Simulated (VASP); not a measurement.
Runs of VASP 6.6.1 on Al4O. The structure is that of space group P4/mmm (No. 123), or close to it. The cells are those of the table. 

```csv
task,cell,k mesh,cutoff (eV),gap on the mesh (eV),pressure (GPa),relaxed volume (Å³/atom),largest force (eV/Å)
relaxation of cell and atoms,"relaxed from a = 3.460, b = 3.460, c = 4.894 Å, 5 atoms",6 × 6 × 4,600,none,0.2,(a),0.01
relaxation of cell and atoms,"relaxed from a = 3.776, b = 3.776, c = 5.979 Å, 5 atoms",10 × 10 × 6,600,none,-0.1,(b),0.01
single point,"a = 3.460, b = 3.460, c = 4.894 Å, 5 atoms",6 × 6 × 4,520,none,53.7,-,2.15
single point,"a = 3.776, b = 3.776, c = 5.979 Å, 5 atoms",6 × 6 × 4,520,none,0.0,-,-
single point,"a = 3.785, b = 3.785, c = 5.925 Å, 5 atoms",10 × 10 × 6,520,none,-0.1,-,-
```

Alike in all rows: level PBE; potentials or basis VASP PAW PBE potentials, release 64 (Al, O); no spin polarisation; smearing gaussian 0.1 eV.

**Question.** Estimate the missing entries.

**Answer.** (a) 16.93; (b) 16.97.

Caveats: the volume moved by over 15 % at a fixed basis, so the end points are rough (some runs); forces of over 1 eV/Å act on the atoms, so gaps and moduli don't describe the material at rest (some runs).

A gap of «none» marks levels without a gap at the run's occupations.
